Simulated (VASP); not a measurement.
Input of a VASP 6.6.1 run:

The input INCAR:

```
SYSTEM = BaTiO3
ALGO = Normal
EDIFF = 1E-7
ENCUT = 520
GGA = PE
ISIF = 2
ISMEAR = 0
LASPH = .TRUE.
LCHARG = .FALSE.
LDAU = .TRUE.
LDAUJ = 0 0 0
LDAUL = -1 2 -1
LDAUPRINT = 1
LDAUTYPE = 2
LDAUU = 0 4 0
LMAXMIX = 4
LREAL = .FALSE.
LWAVE = .FALSE.
NBANDS = 28
NELM = 150
PREC = Accurate
SIGMA = 0.05
```

Contents of KPOINTS:

```
k-points
0
G
  6 6 6
  0 0 0
```

POSCAR

```
BaTiO3
1.0
    4.0082194746      0.0000000000      0.0000000000
    0.0000000000      2.9882127310      2.8859183788
    0.0000000000     -2.9882127310      2.8859183788
Ba Ti O
1 1 3
Direct
    0.0000000000      0.0080771845      0.0080771845
    0.5000000000      0.5197092871      0.5197092871
    0.0000000000      0.4916268390      0.4916268390
    0.5000000000      0.4938075372      0.9829991522
    0.5000000000      0.9829991522      0.4938075372
```

Potentials or basis: VASP PAW PBE potentials, release 64 (Ba_sv, Ti_sv, O).

Launch:

```console
$ cat potpaw_PBE.64/Ba_sv/POTCAR potpaw_PBE.64/Ti_sv/POTCAR potpaw_PBE.64/O/POTCAR > POTCAR
$ mpirun -np 1 vasp_std > vasp.out
```

Q: Predict the band gap on the k mesh.

A: 2.39 eV, indirect (least direct gap 2.85 eV).

Q: Predict the largest force.

A: 0.122 eV/Å.

Q: Predict the pressure.

A: -2.6 GPa.

Forces on the atoms (eV/Å):
```
Ba   0.000  0.000 -0.021
Ti   0.000  0.000 -0.122
O    0.000  0.000  0.031
O    0.000  0.083  0.056
O    0.000 -0.083  0.056
```

Caveat: the cell differs from its parent crystal (strain +0.0400 x Voigt [0, 1, 0, 0, 0, 0]); spin-orbit coupling is left out, which moves the levels of the heavy elements. A k mesh can miss the band edges.
